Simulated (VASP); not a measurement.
Write the native input for VASP 6.6.1 that does the following.

```
Task                   : single point
Functional             : PBE
Potentials or basis    : VASP PAW PBE potentials, release 64 (Zn, S)
Cutoff                 : 520 eV
k mesh                 : 10 × 10 × 6
Occupations            : fermi-dirac, width 0.1 eV
Spin                   : no spin polarisation
Dipole correction      : no
Further INCAR settings : ALGO = Normal; EDIFF = 1e-07; NBANDS = 26
```

The structure of ZnS (wurtzite type) lies in POSCAR:

```
ZnS
1.0
    3.4656038155      0.0000000000      0.0000000000
   -1.7328019077      3.0013009437      0.0000000000
    0.0000000000      0.0000000000      5.8304380359
Zn S
2 2
Direct
    0.3333333333      0.6666666667      0.0047921667
    0.6666666667      0.3333333333      0.5047921667
    0.3333333333      0.6666666667      0.3712078333
    0.6666666667      0.3333333333      0.8712078333
```

One way to write it, as run:

INCAR

```
ALGO = Normal ; EDIFF = 1E-7
ENCUT = 520 ; GGA = PE
ISIF = 2 ; ISMEAR = -1
LASPH = True ; LCHARG = False
LREAL = False ; LWAVE = False
NBANDS = 26 ; NELM = 80
PREC = Accurate ; SIGMA = 0.1
```

KPOINTS

```
k-points
0
Gamma
  10 10 6
```

Potentials or basis: VASP PAW PBE potentials, release 64 (Zn, S).

Run with:

```sh
$ cat potpaw_PBE.64/Zn/POTCAR potpaw_PBE.64/S/POTCAR > POTCAR
$ mpirun -np 1 vasp_std > vasp.out
```

It gave:

| Item | Value |
| --- | --- |
| Pressure | 37.4 GPa |
| Band gap on the k mesh | 3.03 eV (least direct gap 3.30 eV) |

Caveat: the cell stands under pressure.

It took 2.6 min on 1 thread of Intel Xeon 8259CL (shared host), peak memory 0.22 GiB.
